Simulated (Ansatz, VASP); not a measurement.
## One calculation of Si2N, two programs

```xyz
3
Lattice="3.8934 0.0000 0.0000 -1.9467 3.3717 0.0000 0.0000 0.0000 24.2066" Properties=species:S:1:pos:R:3 pbc="T T T"
Si    0.0000    2.2478    7.7368
Si    1.9467    1.1239    7.7368
N     0.0000    0.0000    7.1280
```

Alike in both runs: functional PBE; k mesh 6 × 6 × 1; occupations gaussian, width 0.1 eV; no spin polarisation.

Ansatz relaxed the structure, and its values are those at the end. VASP's run is a single point on that final structure, the one shown.

|  | VASP | Ansatz |
| --- | --- | --- |
| version | VASP 6.6.1 | Ansatz 0.2.0 |
| potentials or method | VASP PAW PBE potentials, release 64 (Si, N), cutoff 520 eV | scalar-relativistic, plane waves, PAW |
| valence electrons in the cell | 13 | 13 |

```csv
,VASP,Ansatz,Ansatz less VASP
gap on the k mesh at the Fermi level (eV),none,none,-
rms of the force components (eV/Å),0.011,0.011,+0.0003
```

A gap of «none» marks a metal or a gap that the smearing closes. The functional is the same, so the differences come from potentials, cutoffs and numerics. Ansatz's warnings: slab cell height set.
